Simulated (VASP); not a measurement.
# RbBr in VASP: a series of runs

RbBr is run at these levels: PBE; tasks: relaxation of cell and atoms, single point.

Program: VASP 6.6.1. These are calculated values, not measurements. Logs are shortened: lines on timing, memory, paths and dates and some standing lists are left out, and cuts for length are marked.

## 1. The cell of the first run

The structure is hexagonal, space group P-6m2 (No. 187). Conventional cell: a = 4.730 Å, b = 4.730 Å, c = 4.375 Å, α = 90.00°, β = 90.00°, γ = 120.00°. Within 4.6 Å of Rb (site symmetry -6m2) lie 6 Br at 3.50 Å and 2 Rb at 4.37 Å. Within 4.6 Å of Br (site symmetry -6m2) lie 6 Rb at 3.50 Å and 2 Br at 4.37 Å.

## 2. Relaxation of cell and atoms, PBE

INCAR reads:

```
SYSTEM = RbBr
PREC = Accurate
ENCUT = 600
EDIFF = 1E-7
ISMEAR = 0
SIGMA = 0.02
LREAL = .False.
LASPH = .True.
NELM = 60
ALGO = Normal
ISIF = 3
LWAVE = .False.
LCHARG = .False.
GGA = PE
IBRION = 2
NSW = 100
EDIFFG = -0.01
```

KPOINTS reads:

```
regular mesh
0
Gamma
  6 6 6
  0 0 0
```

POSCAR reads:

```
RbBr
1.0
    4.7300067576      0.0000000000      0.0000000000
   -2.3650033788      4.0963060122      0.0000000000
    0.0000000000      0.0000000000      4.3745354067
Rb Br
1 1
Direct
    0.3333333333      0.6666666667      0.5000000000
    0.0000000000      0.0000000000      0.0000000000
```

Potentials or basis: VASP PAW PBE potentials, release 64 (Rb_sv, Br).

Command:

```console
> cat potpaw_PBE.64/Rb_sv/POTCAR potpaw_PBE.64/Br/POTCAR > POTCAR
> mpirun -np 1 vasp_std > vasp.out
```

OUTCAR:

```text
SYSTEM = RbBr
   PREC = Accurate
   ENCUT = 600
   EDIFF = 1E-7
   ISMEAR = 0
   LREAL = .False.
   LASPH = .True.
   NELM = 60
   ISIF = 3
   GGA = PE
   IBRION = 2
   NSW = 100
   EDIFFG = -0.01

 ion  position               nearest neighbor table
   1  0.333  0.667  0.500-   2 3.50   2 3.50   2 3.50   2 3.50   2 3.50   2 3.50
   2  0.000  0.000  0.000-   1 3.50   1 3.50   1 3.50   1 3.50   1 3.50   1 3.50

  LATTYP: Found a hexagonal cell.
 ALAT       =     4.7300067576
 C/A-ratio  =     0.9248476019

  Lattice vectors:

 A1 = (   4.7300067576,   0.0000000000,   0.0000000000)
 A2 = (  -2.3650033788,   4.0963060122,   0.0000000000)
 A3 = (   0.0000000000,   0.0000000000,   4.3745354067)

Analysis of symmetry for initial positions (statically):
=====================================================================
 Subroutine PRICEL returns:
 Original cell was already a primitive cell.

 Routine SETGRP: Setting up the symmetry group for a
 hexagonal supercell.

 Subroutine GETGRP returns: Found 12 space group operations
 (whereof 12 operations were pure point group operations)
 out of a pool of 24 trial point group operations.

The static configuration has the point symmetry D_3h.

Analysis of symmetry for dynamics (positions and initial velocities):
=====================================================================
 Subroutine PRICEL returns:
 Original cell was already a primitive cell.

 Routine SETGRP: Setting up the symmetry group for a
 hexagonal supercell.

 Subroutine GETGRP returns: Found 12 space group operations
 (whereof 12 operations were pure point group operations)
 out of a pool of 24 trial point group operations.

The dynamic configuration has the point symmetry D_3h.

 Subroutine INISYM returns: Found 12 space group operations
 (whereof 12 operations are pure point group operations),
 and found     1 'primitive' translations

----------------------------------------------------------------------------------------

                                     Primitive cell

  volume of cell :      84.7591

  direct lattice vectors                    reciprocal lattice vectors
     4.730006758  0.000000000  0.000000000     0.211416188  0.122061193  0.000000000
    -2.365003379  4.096306012  0.000000000     0.000000000  0.244122387  0.000000000
     0.000000000  0.000000000  4.374535407     0.000000000  0.000000000  0.228595704

  length of vectors
     4.730006758  4.730006758  4.374535407     0.244122387  0.244122387  0.228595704

  position of ions in fractional coordinates (direct lattice)
     0.333333333  0.666666667  0.500000000
     0.000000000  0.000000000  0.000000000

  ion indices of the primitive-cell ions
   primitive index   ion index
                 1           1
                 2           2

----------------------------------------------------------------------------------------

 KPOINTS: regular mesh

Automatic generation of k-mesh.
 Grid dimensions read from file:
 generate k-points for:    6    6    6

 Generating k-lattice:

  Cartesian coordinates                     Fractional coordinates (reciprocal lattice)
     0.035236031  0.020343532  0.000000000     0.166666667  0.000000000  0.000000000
     0.000000000  0.040687064  0.000000000     0.000000000  0.166666667  0.000000000
     0.000000000  0.000000000  0.038099284     0.000000000  0.000000000  0.166666667

  Length of vectors
     0.040687064  0.040687064  0.038099284

  Shift w.r.t. Gamma in fractional coordinates (k-lattice)
     0.000000000  0.000000000  0.000000000

 Subroutine IBZKPT returns following result:
 ===========================================

 Found     28 irreducible k-points:

 Following reciprocal coordinates:
            Coordinates               Weight
  0.000000  0.000000  0.000000      1.000000
  0.166667  0.000000  0.000000      6.000000
  0.333333  0.000000  0.000000      6.000000
  0.500000  0.000000  0.000000      3.000000
  0.166667  0.166667  0.000000      6.000000
  0.333333  0.166667  0.000000     12.000000
[... 16 lines left out ...]
  0.166667  0.000000  0.500000      6.000000
  0.333333  0.000000  0.500000      6.000000
 [... further k-points ...]
   k-points           NKPTS =     28   k-points in BZ     NKDIM =     28   number of bands    NBANDS=     12
   number of dos      NEDOS =    301   number of ions     NIONS =      2
   total plane-waves  NPLWV =  57600
   dimension x,y,z NGX =    40 NGY =   40 NGZ =   36
   dimension x,y,z NGXF=    80 NGYF=   80 NGZF=   72
   ions per type =               1   1
   NGX,Y,Z   is equivalent  to a cutoff of  14.06, 14.06, 13.68 a.u.
   NGXF,Y,Z  is equivalent  to a cutoff of  28.12, 28.12, 27.36 a.u.
 SYSTEM =  RbBr
   PREC   = accura    normal or accurate (medium, high low for compatibility)
   ISTART =      0    job   : 0-new  1-cont  2-samecut
   ICHARG =      2    charge: 1-file 2-atom 10-const
   ISPIN  =      1    spin polarized calculation?
   LNONCOLLINEAR =      F non collinear calculations
   LSORBIT =      F    spin-orbit coupling
   LASPH  =      T    aspherical Exc in radial PAW
   ENCUT  =  600.0 eV  44.10 Ry    6.64 a.u.   9.45  9.45  8.74*2*pi/ulx,y,z
   NELM   =     60;   NELMIN=  2; NELMDL= -5     # of ELM steps
   EDIFF  = 0.1E-06   stopping-criterion for ELM
   LREAL  =      F    real-space projection
   EDIFFG = -.1E-01   stopping-criterion for IOM
   NSW    =    100    number of steps for IOM
   IBRION =      2    ionic relax: 0-MD 1-quasi-New 2-CG
   NFREE  =      1    steps in history (QN), initial steepest desc. (CG)
   ISIF   =      3    stress and relaxation
   ISYM   =      2    0-nonsym 1-usesym 2-fastsym
   POTIM  = 0.5000    time-step for ionic-motion
   TEBEG  =    0.0;   TEEND  =   0.0 temperature during run
   PSTRESS=    0.0 pullay stress
   NELECT =      16.0000    total number of electrons
   NUPDOWN=      -1.0000    fix difference up-down
   EMIN   =  10.00;   EMAX   =-10.00  energy-range for DOS
   EFERMI =   0.00;   METHOD = LEGACY
   ISMEAR =     0;   SIGMA  =   0.02  broadening in eV -4-tet -1-fermi 0-gaus
   EFERMI_NEDOS =   21; number of points for ismear=-14 and -15
   IALGO  =     38    algorithm
   IMIX   =      4    mixing-type and parameters
     AMIX     =   0.40;   BMIX     =  1.00
     AMIX_MAG =   1.60;   BMIX_MAG =  1.00
  volume/ion in A,a.u.               =      42.38       285.99
  Fermi-wavevector in a.u.,A,eV,Ry     =   0.939116  1.774673 11.999519  0.881940
  Thomas-Fermi vector in A             =   2.066396
   LORBIT       =      0    0 simple, 1 ext, 2 COOP (PROOUT), +10 PAW based schemes
   GGA     = PE    functional components
   LHFCALC =     F    Hartree Fock is set to
   AEXX    =    0.0000 exact exchange contribution
   IVDW    =     0    specifies the selected vdW correction
   LEPSILON=     F    determine dielectric tensor
   LRPA    =     F    only Hartree local field effects (RPA)
 conjugate gradient relaxation of ions
 non-spin polarized calculation
 Gauss-broadening in eV      SIGMA  =   0.02
  energy-cutoff  :      600.00
  volume of cell :       84.76
 maximum number of plane-waves:      2850
 NGX is ok and might be reduce to    40
   NGX = 19   NGY = 19   NGZ = 17

--------------------------------------- Ionic step        1  -------------------------------------------

 number of electron      16.0000001 magnetization

 Free energy of the ion-electron system (eV)
  ---------------------------------------------------
  ext. energy  EPLUGINS =         0.00000000
  ---------------------------------------------------
  free energy    TOTEN  =        -6.02691879 eV

  energy without entropy =       -6.02691879  energy(sigma->0) =       -6.02691879

------------------------ aborting loop because EDIFF is reached ----------------------------------------

  FORCE on cell =-STRESS in cart. coord.  units (eV):
  Direction    XX          YY          ZZ          XY          YZ          ZX
  --------------------------------------------------------------------------------------
  -------------------------------------------------------------------------------------
  Total        0.1454994      0.1454994      0.0415477      0.0000000      0.0000000      0.0000000
  in kB        2.7503354      2.7503354      0.7853640      0.0000000      0.0000000      0.0000000
  external PRESSURE =       2.0953449 kB  Pullay stress =       0.0000000 kB
[... 129 lines left out ...]
  energy  without entropy=       -6.0283657766  energy(sigma->0) =       -6.02836578

--------------------------------------- Ionic step        5  -------------------------------------------

 number of electron      16.0000002 magnetization

 Free energy of the ion-electron system (eV)
  ---------------------------------------------------
  ext. energy  EPLUGINS =         0.00000000
  ---------------------------------------------------
  free energy    TOTEN  =        -6.02842784 eV

  energy without entropy =       -6.02842784  energy(sigma->0) =       -6.02842784

 E-fermi :  -1.6518     XC(G=0):  -6.9521

 val. band max:       -1.7966147185   @ k =   0.0000   0.0000   0.0000
 cond. band min:       2.1450028404   @ k =   0.0000   0.0000   0.0000
 fundamental gap:      3.9416175590
 Fermi energy:        -1.6517626212

 k-point     1 :       0.0000    0.0000    0.0000
  band No.  band energies     occupation
      1     -26.6674      2.00000
      2     -14.0534      2.00000
      3     -10.7401      2.00000
      4     -10.7401      2.00000
      5     -10.6850      2.00000
      6      -2.0033      2.00000
      7      -2.0033      2.00000
      8      -1.7966      2.00000
      9       2.1450      0.00000
     10       4.2717      0.00000
     11       6.5426      0.00000
     12       6.5426      0.00000
[... 331 lines left out ...]
 k-point    24 :       0.3333    0.0000    0.5000
  band No.  band energies     occupation
      1     -26.6526      2.00000
      2     -13.9967      2.00000
      3     -10.8227      2.00000
      4     -10.8214      2.00000
      5     -10.7340      2.00000
      6      -2.6768      2.00000
      7      -2.2939      2.00000
      8      -2.1086      2.00000
      9       4.2289      0.00000
     10       5.0372      0.00000
     11       6.9428      0.00000
     12       7.2659      0.00000

 [... further k-points ...]

------------------------ aborting loop because EDIFF is reached ----------------------------------------

  FORCE on cell =-STRESS in cart. coord.  units (eV):
  Direction    XX          YY          ZZ          XY          YZ          ZX
  --------------------------------------------------------------------------------------
  -------------------------------------------------------------------------------------
  Total        0.0019753      0.0019753      0.0009389      0.0000000     -0.0000000      0.0000000
  in kB        0.0366293      0.0366293      0.0174113      0.0000000     -0.0000000      0.0000000
  external PRESSURE =       0.0302233 kB  Pullay stress =       0.0000000 kB
[... 17 lines left out ...]
  FREE ENERGIE OF THE ION-ELECTRON SYSTEM (eV)
  ---------------------------------------------------
  free  energy   TOTEN  =        -6.0284278358 eV

  energy  without entropy=       -6.0284278358  energy(sigma->0) =       -6.02842784

 reached required accuracy - stopping structural energy minimisation
```

Wall time 94 s (1 thread of Intel Xeon Platinum 8488C (Sapphire Rapids), shared host); peak memory 0.25 GiB.

Results:

```yaml
Free_energy: -6.0284 eV
Relaxed_volume: 43.20 Å³/atom
Relaxed_cell: a = 4.781 Å, b = 4.781 Å, c = 4.365 Å, α = 90.00°, β = 90.00°, γ = 120.00°
Space_group_after_relaxing_to_0.05_Å: P-6m2 (No. 187)
Energy_gained_by_relaxing: 0.8 meV/atom
Ionic_steps: 5
Pressure_after_relaxing: 0.0 GPa
Band_gap_on_the_k_mesh: 3.94 eV, direct
```

Step by step:
| step | energy change (eV) | largest force (eV/Å) | pressure (GPa) | volume (Å³) |
| --- | --- | --- | --- | --- |
| 1 | 0.0000 | 0.0000 | 0.21 | 84.76 |
| 2 | -0.0009 | 0.0000 | 0.11 | 85.44 |
| 3 | -0.0014 | 0.0000 | -0.02 | 86.50 |
| 4 | -0.0014 | 0.0000 | -0.01 | 86.46 |
| 5 | -0.0015 | 0.0000 | 0.00 | 86.40 |

Final structure:
```yaml
crystal:
  lattice:
    - [4.78077, 0.00000, 0.00000]
    - [-2.39038, 4.14027, 0.00000]
    - [0.00000, 0.00000, 4.36494]
  atoms:
    - { symbol: Rb, position: [0.33333, 0.66667, 0.50000] }
    - { symbol: Br, position: [0.00000, 0.00000, 0.00000] }
```

Levels at points of the mesh, in eV from the valence-band top:
```
           k point  band 4  band 5  band 6  band 7  band 8  band 9  band 10  band 11  band 12
(0.00, 0.00, 0.00)   -8.94   -8.89   -0.21   -0.21    0.00    3.94     6.07     8.34     8.34
(0.50, 0.00, 0.00)   -8.96   -8.86   -0.97   -0.24   -0.11    5.80     6.75     7.56     9.09
(0.00, 0.00, 0.50)   -8.91   -8.91   -1.17   -0.15   -0.15    6.62     6.76     7.57     7.57
(0.50, 0.00, 0.50)   -9.06   -8.95   -0.79   -0.60   -0.36    6.05     6.96     9.58     9.65
```

## 3. Single point, PBE

This run uses another cell than the first one, of 41.88 Å³/atom, 0.988 times its volume.

INCAR reads:

```
SYSTEM = RbBr
ALGO     = Normal         ! electronic algorithm
EDIFF    = 1E-6           ! SCF threshold, eV
ENCUT    = 500            ! plane-wave cutoff, eV
GGA      = PE             ! functional
GGA_COMPAT= .FALSE.      
ISIF     = 2              ! what is computed and relaxed
ISMEAR   = 0              ! smearing method
LASPH    = .TRUE.         ! aspherical terms in the spheres
LCHARG   = .TRUE.         ! write CHGCAR
LELF     = .TRUE.         ! ELF
LREAL    = .FALSE.        ! projectors in reciprocal space
LVHAR    = .TRUE.       
LWAVE    = .FALSE.        ! write WAVECAR
NBANDS   = 15             ! bands
NELM     = 120            ! most SCF steps
PREC     = Accurate       ! precision mode
SIGMA    = 0.15           ! smearing width, eV
```

KPOINTS reads:

```
k-points
0
G
  4 4 3
  0 0 0
```

POSCAR reads:

```
RbBr
1.0
    4.6603317596      0.0000000030      0.0000000000
   -2.3301658824      4.0359656923      0.0000000000
    0.0000000000      0.0000000000      4.4528002705
Rb Br
1 1
Direct
    0.3333333333      0.6666666667      0.9202544689
    0.0000000000      0.0000000000      0.4341973511
```

Potentials or basis: VASP PAW PBE potentials, release 64 (Rb_sv, Br).

Command:

```console
> cat potpaw_PBE.64/Rb_sv/POTCAR potpaw_PBE.64/Br/POTCAR > POTCAR
> mpirun -np 1 vasp_std > vasp.out
```

Wall time 13 s (1 thread of Intel Xeon Platinum 8488C (Sapphire Rapids), shared host); peak memory 0.19 GiB.

Results (log left out):

| Quantity | Value |
| --- | --- |
| Free energy | -6.0151 eV |
| Pressure | 0.3 GPa |
| Largest force | 0.067 eV/Å |
| Band gap on the k mesh | 4.06 eV, direct |

Forces on the atoms (eV/Å):
```
Rb   0.000  0.000  0.067
Br   0.000  0.000 -0.067
```

Stress tensor (GPa, compression positive):
```
 0.57  0.00  0.00
 0.00  0.57  0.00
 0.00  0.00 -0.20
```

Levels at points of the mesh, in eV from the valence-band top:
```
           k point  band 4  band 5  band 6  band 7  band 8  band 9  band 10  band 11  band 12  band 13
(0.00, 0.00, 0.00)   -8.81   -8.77   -0.04   -0.04    0.00    4.06     6.13     8.50     8.50     9.85
(0.50, 0.00, 0.00)   -8.85   -8.73   -0.91   -0.13   -0.10    5.92     6.87     7.88     9.04     9.11
```

Caveat: the k points lie up to 0.47 Å⁻¹ apart.
